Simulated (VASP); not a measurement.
# BeSb in VASP: a series of runs, part 2 of 2

VASP 6.6.1.

### 4 Single point, PBE

Input file INCAR:

```
PREC     = Accurate       # precision mode
ENCUT    = 520            # plane-wave cutoff, eV
EDIFF    = 1E-6           # SCF threshold, eV
ISMEAR   = 0              # smearing method
SIGMA    = 0.1            # smearing width, eV
LREAL    = F              # projectors in reciprocal space
LASPH    = T              # aspherical terms in the spheres
NELM     = 80             # most SCF steps
ALGO     = Normal         # electronic algorithm
ISIF     = 2              # what is computed and relaxed
LWAVE    = F              # write WAVECAR
LCHARG   = T              # write CHGCAR
GGA      = PE             # functional
LELF     = T              # ELF
LVHAR    = T            
NBANDS   = 10             # bands
```

Input file KPOINTS:

```
Automatic mesh
0
Gamma
  16 16 18
```

Input file POSCAR:

```
BeSb
1.0
    3.6604771643      0.0000000000      0.0000000000
    0.0000000000      3.6604771643      0.0000000000
    0.0000000000      0.0000000000      3.0087903851
Be Sb
1 1
Direct
    0.5000000000      0.5000000000      0.7500122144
    0.0000000000      0.0000000000      0.7499877856
```

Launch:

```sh
> cat potpaw_PBE.64/Be/POTCAR potpaw_PBE.64/Sb/POTCAR > POTCAR
> mpirun -np 1 vasp_std > vasp.out
```

Wall time 80 s (1 thread of Intel Xeon Platinum 8559C (Emerald Rapids), shared host); peak memory 0.31 GiB.

Results (log left out):

```yaml
Free_energy: -6.6979 eV
Pressure: 0.1 GPa
Band_gap_on_the_k_mesh: zero (an odd number of electrons rules out a gap without spin polarisation)
```

Stress tensor (GPa, compression positive):
```
0.22 0.00 0.00
0.00 0.22 0.00
0.00 0.00 0.00
```

Levels at points of the mesh, in eV from the Fermi level:
```csv
k point,band 2,band 3,band 4,band 5,band 6,band 7
"(0.00, 0.00, 0.00)",-1.50,-1.50,0.69,3.61,3.97,7.92
"(0.50, 0.00, 0.00)",-6.64,0.82,2.47,3.26,4.83,5.73
"(0.50, 0.50, 0.00)",-5.17,-5.17,-2.55,6.76,7.46,10.67
"(0.00, 0.00, 0.50)",-5.61,0.35,0.35,2.72,4.78,6.59
"(0.50, 0.00, 0.50)",-4.11,-4.08,-1.04,2.99,4.01,5.97
"(0.50, 0.50, 0.50)",-3.14,-3.14,-3.11,0.46,0.62,3.25
```

Caveat: spin-orbit coupling is left out, which moves the levels of the heavy elements.

### 5 Relaxation of cell and atoms, PBE

Input file INCAR:

```
ALGO = Normal
EDIFF = 1E-7
EDIFFG = -0.01
ENCUT = 600
GGA = PE
IBRION = 2
ISIF = 3
ISMEAR = 0
LASPH = T
LCHARG = F
LREAL = F
LWAVE = F
NELM = 100
NSW = 100
PREC = Accurate
SIGMA = 0.1
```

Input file KPOINTS:

```
k-points
0
Gamma
  16 16 18
```

Input file POSCAR:

```
BeSb
1.0
    3.6626964948      0.0000000000      0.0000000000
    0.0000000000      3.6626964948      0.0000000000
    0.0000000000      0.0000000000      3.0109275840
Be Sb
1 1
Direct
    0.5000000000      0.5000000000      0.7500391494
    0.0000000000      0.0000000000      0.7499608506
```

Potentials or basis: VASP PAW PBE potentials, release 64 (Be, Sb).

Launch:

```sh
> cat potpaw_PBE.64/Be/POTCAR potpaw_PBE.64/Sb/POTCAR > POTCAR
> mpirun -np 1 vasp_std > vasp.out
```

OUTCAR:

```text
EDIFF = 1E-7
   EDIFFG = -0.01
   ENCUT = 600
   GGA = PE
   IBRION = 2
   ISIF = 3
   ISMEAR = 0
   LASPH = T
   LREAL = F
   NELM = 100
   NSW = 100
   PREC = Accurate

 ion  position               nearest neighbor table
   1  0.500  0.500  0.750-   2 2.59   2 2.59   2 2.59   2 2.59
   2  0.000  0.000  0.750-   1 2.59   1 2.59   1 2.59   1 2.59

  LATTYP: Found a simple tetragonal cell.
 ALAT       =     3.6626964948
 C/A-ratio  =     0.8220521652

  Lattice vectors:

 A1 = (   3.6626964948,   0.0000000000,   0.0000000000)
 A2 = (   0.0000000000,   3.6626964948,   0.0000000000)
 A3 = (   0.0000000000,   0.0000000000,   3.0109275840)

Analysis of symmetry for initial positions (statically):
=====================================================================
 Subroutine PRICEL returns:
 Original cell was already a primitive cell.

 Routine SETGRP: Setting up the symmetry group for a
 simple tetragonal supercell.

 Subroutine GETGRP returns: Found  8 space group operations
 (whereof  8 operations were pure point group operations)
 out of a pool of 16 trial point group operations.

The static configuration has the point symmetry C_4v.

Analysis of symmetry for dynamics (positions and initial velocities):
=====================================================================
 Subroutine PRICEL returns:
 Original cell was already a primitive cell.

 Routine SETGRP: Setting up the symmetry group for a
 simple tetragonal supercell.

 Subroutine GETGRP returns: Found  8 space group operations
 (whereof  8 operations were pure point group operations)
 out of a pool of 16 trial point group operations.

The dynamic configuration has the point symmetry C_4v.

 Subroutine INISYM returns: Found  8 space group operations
 (whereof  8 operations are pure point group operations),
 and found     1 'primitive' translations

[... 170 lines left out ...]
    total drift:                                0.000000     -0.000000      0.000000

  FREE ENERGIE OF THE ION-ELECTRON SYSTEM (eV)
  ---------------------------------------------------
  free  energy   TOTEN  =        -6.6979792024 eV

  energy  without entropy=       -6.6929544599  energy(sigma->0) =       -6.69546683

--------------------------------------- Ionic step        2  -------------------------------------------

 number of electron       7.0000000 magnetization

 Free energy of the ion-electron system (eV)
  ---------------------------------------------------
  ext. energy  EPLUGINS =         0.00000000
  ---------------------------------------------------
  free energy    TOTEN  =        -6.69799786 eV

  energy without entropy =       -6.69293856  energy(sigma->0) =       -6.69546821

 E-fermi :   6.5000     XC(G=0):  -9.6838

 val. band max:        6.4998967326   @ k =   0.4375   0.0000   0.3889
 cond. band min:       6.5073657289   @ k =   0.5000   0.1875   0.3889
 fundamental gap:      0.0074689963
 Fermi energy:         6.5000071727

 k-point     1 :       0.0000    0.0000    0.0000
  band No.  band energies     occupation
      1      -5.5070      2.00000
      2       5.0008      2.00000
      3       5.0008      2.00000
      4       7.1618      0.00000
      5      10.1209      0.00000
      6      10.4658      0.00000
      7      14.4268      0.00000
[... 221 lines left out ...]
 k-point    24 :       0.5000    0.1250    0.0000
  band No.  band energies     occupation
      1      -4.1011      2.00000
      2       0.0155      2.00000
      3       5.6761      2.00000
      4       7.7115      0.00000
      5      11.5978      0.00000
      6      12.3557      0.00000
      7      12.7552      0.00000

 [... further k-points ...]

------------------------ aborting loop because EDIFF is reached ----------------------------------------

  FORCE on cell =-STRESS in cart. coord.  units (eV):
  Direction    XX          YY          ZZ          XY          YZ          ZX
  --------------------------------------------------------------------------------------
  -------------------------------------------------------------------------------------
  Total       -0.0050336     -0.0050336     -0.0074567      0.0000000      0.0000000      0.0000000
  in kB       -0.1995555     -0.1995555     -0.2956208      0.0000000      0.0000000      0.0000000
  external PRESSURE =      -0.2315773 kB  Pullay stress =       0.0000000 kB

 VOLUME and BASIS-vectors are now :
 -----------------------------------------------------------------------------
  energy-cutoff  :      600.00
  volume of cell :       40.41
      direct lattice vectors                 reciprocal lattice vectors
     3.664728985  0.000000000  0.000000000     0.272871474  0.000000000  0.000000000
     0.000000000  3.664728985  0.000000000     0.000000000  0.272871474  0.000000000
     0.000000000 -0.000000000  3.009121861     0.000000000  0.000000000  0.332322866

 POSITION                                       TOTAL-FORCE (eV/Angst)
 -----------------------------------------------------------------------------------
      1.83236      1.83236      2.25696        -0.000000      0.000000     -0.000083
      0.00000     -0.00000      2.25673         0.000000     -0.000000      0.000083
 -----------------------------------------------------------------------------------
    total drift:                               -0.000000     -0.000000      0.000000

  FREE ENERGIE OF THE ION-ELECTRON SYSTEM (eV)
  ---------------------------------------------------
  free  energy   TOTEN  =        -6.6979978556 eV

  energy  without entropy=       -6.6929385593  energy(sigma->0) =       -6.69546821

 reached required accuracy - stopping structural energy minimisation
```

Run time: 1.7 min. Hardware: 1 thread of Intel Xeon Platinum 8559C (Emerald Rapids), shared host; peak memory 0.34 GiB.

What came out:

```
Free energy                           : -6.6980 eV
Relaxed volume                        : 20.21 Å³/atom
Relaxed cell                          : a = 3.665 Å, b = 3.665 Å, c = 3.009 Å, α = 90.00°, β = 90.00°, γ = 90.00°
Space group after relaxing (to 0.1 Å) : P4/mmm (No. 123)
Energy gained by relaxing             : 0.0 meV/atom
Ionic steps                           : 2
Pressure after relaxing               : 0.0 GPa
Band gap on the k mesh                : zero (an odd number of electrons rules out a gap without spin polarisation)
```

Final structure:
```cif
data_structure
_symmetry_space_group_name_H-M 'P 1'
_symmetry_Int_Tables_number 1
_cell_length_a 3.6647
_cell_length_b 3.6647
_cell_length_c 3.0091
_cell_angle_alpha 90.000
_cell_angle_beta 90.000
_cell_angle_gamma 90.000
_cell_volume 40.41
loop_
_atom_site_label
_atom_site_type_symbol
_atom_site_fract_x
_atom_site_fract_y
_atom_site_fract_z
_atom_site_occupancy
Be1 Be 0.50000 0.50000 0.75004 1
Sb1 Sb 0.00000 0.00000 0.74996 1
```

Caveat: spin-orbit coupling is left out, which moves the levels of the heavy elements.

### 6 Summary

```tsv
task	cell	k mesh	cutoff (eV)	gap on the mesh (eV)	pressure (GPa)
single point	a = 3.663, b = 3.663, c = 3.011 Å, 2 atoms	16 × 16 × 16	520	none	0.2
single point	a = 3.660, b = 3.660, c = 3.009 Å, 2 atoms	16 × 16 × 18	520	none	0.1
relaxation of cell and atoms	relaxed from a = 3.663, b = 3.663, c = 3.011 Å, 2 atoms	16 × 16 × 18	600	none	0.0
```

Alike in all rows: level PBE; potentials or basis VASP PAW PBE potentials, release 64 (Be, Sb); no spin polarisation; smearing gaussian 0.1 eV.

Caveats: spin-orbit coupling is left out, which moves the levels of the heavy elements.

Total energies depend on the potentials used, so only differences within one code and one set of settings carry meaning.
